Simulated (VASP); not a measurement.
Wanted: the native input for a VASP 6.6.1 run.

```
Task                   : single point
Functional             : PBE
Potentials or basis    : VASP PAW PBE potentials, release 64 (Al, N)
Cutoff                 : 520 eV
k mesh                 : 9 × 9 × 6
Occupations            : gaussian, width 0.05 eV
Spin                   : no spin polarisation
Dipole correction      : no
Further INCAR settings : ALGO = Normal; EDIFF = 1e-07; NBANDS = 16
```

The structure of AlN lies in POSCAR:

```
AlN
1.0
    3.3134793407      0.0000000000      0.0000000000
   -1.6567396703      2.8695572839      0.0000000000
    0.0000000000      0.0000000000      4.1875902417
Al N
2 2
Direct
    0.3369153591      0.6738307183      0.7500000000
    0.6702486925      0.3404973850      0.2500000000
    0.3264333143      0.6528666285      0.2500000000
    0.6597666476      0.3195332952      0.7500000000
```

This cell differs from its parent crystal: mode 4 frozen in at +0.000 Å and mode 10 at -0.040 Å (largest displacements).

These files were run (other wordings do the same):

INCAR

```
SYSTEM = AlN
PREC     = Accurate       ! precision mode
ENCUT    = 520            ! plane-wave cutoff, eV
EDIFF    = 1E-7           ! SCF threshold, eV
ISMEAR   = 0              ! smearing method
SIGMA    = 0.05           ! smearing width, eV
LREAL    = .FALSE.        ! projectors in reciprocal space
LASPH    = .TRUE.         ! aspherical terms in the spheres
NELM     = 60             ! most SCF steps
ALGO     = Normal         ! electronic algorithm
ISIF     = 2              ! what is computed and relaxed
LWAVE    = .FALSE.        ! write WAVECAR
LCHARG   = .FALSE.        ! write CHGCAR
GGA      = PE             ! functional
NBANDS   = 16             ! bands
```

KPOINTS

```
regular mesh
0
G
  9 9 6
  0 0 0
```

Potentials or basis: VASP PAW PBE potentials, release 64 (Al, N).

Launch:

```bash
$ cat potpaw_PBE.64/Al/POTCAR potpaw_PBE.64/N/POTCAR > POTCAR
$ mpirun -np 1 vasp_std > vasp.out
```

Results of the run:

```
Pressure               : 0.3 GPa
Largest force          : 1.001 eV/Å
Band gap on the k mesh : 3.26 eV, direct
```

Caveat: the cell differs from its parent crystal (mode 4 frozen in at +0.000 Å and mode 10 at -0.040 Å (largest displacements)); forces of over 1 eV/Å act on the atoms, so gaps and moduli don't describe the material at rest.

Run time: 29 s on 1 thread of Intel(R) Xeon(R) 6975P-C (Granite Rapids) (shared host), peak memory 0.19 GiB.
